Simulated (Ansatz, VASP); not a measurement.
Two plane-wave programs on SnIr3

```
Sn Ir
1.0
     2.80492    0.00000    0.00000
     0.00000    2.80492    0.00000
     0.00000    0.00000    8.99049
Sn Ir
1 3
Direct
  0.00000 0.00000 0.00000
  0.00000 0.50000 0.73948
  0.50000 0.00000 0.26052
  0.00000 0.00000 0.50000
```

Alike in both runs: functional PBE; k mesh 16 × 16 × 6; occupations gaussian, width 0.1 eV; collinear spin.

Ansatz relaxed the structure, and its values are those at the end. VASP's run is a single point on that final structure, the one shown.

|  | VASP | Ansatz |
| --- | --- | --- |
| version | VASP 6.6.1 | Ansatz 0.2.0 |
| potentials or method | VASP PAW PBE potentials, release 64 (Sn_d, Ir), cutoff 520 eV | scalar-relativistic, plane waves, PAW |
| valence electrons in the cell | 41 | 65 |

```tsv
	VASP	Ansatz	Ansatz less VASP
gap on the k mesh at the Fermi level (eV)	none	none	-
pressure (GPa)	0.1	0.0	-0.12
rms of the force components (eV/Å)	0.004	0.001	-0.0029
net moment per atom (μB)	0.00	0.00	-0.001
```

A gap of «none» marks a metal or a gap that the smearing closes. VASP's potentials hold 41 valence electrons a cell and Ansatz's 65, so a difference there can come from the potentials and not from the codes. Ansatz's warnings: seeded moment not kept.

Spin-orbit coupling is off throughout.
